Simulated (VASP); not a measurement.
Input of a VASP 6.6.1 run:

The input INCAR:

```
PREC = Accurate
ENCUT = 520
EDIFF = 1E-7
ISMEAR = 0
SIGMA = 0.15
LREAL = False
LASPH = True
NELM = 100
ALGO = Fast
ISIF = 2
LWAVE = False
LCHARG = False
GGA = PE
NBANDS = 11
```

Contents of KPOINTS:

```
regular mesh
0
Gamma
  8 8 8
```

POSCAR

```
Pd
1.0
    0.0000000000      1.9935225000      1.8476550000
    1.9935225000      0.0000000000      1.8476550000
    1.9935225000      1.9935225000      0.0000000000
Pd
1
Direct
    0.0000000000      0.0000000000      0.0000000000
```

Potentials or basis: VASP PAW PBE potentials, release 64 (Pd).

The run is started by

```console
$ cat potpaw_PBE.64/Pd/POTCAR > POTCAR
$ mpirun -np 1 vasp_std > vasp.out
```

Estimate the pressure.

8.8 GPa.

Predict the band gap on the k mesh.

zero (band 5 reaches 10.39 eV, above the bottom of band 6 at 8.60 eV).

Stress tensor (GPa, compression positive):
```
 7.89  0.00  0.00
 0.00  7.89  0.00
 0.00  0.00 10.55
```

Caveat: the cell differs from its parent crystal (strain +0.025 along x and y, -0.050 along z).
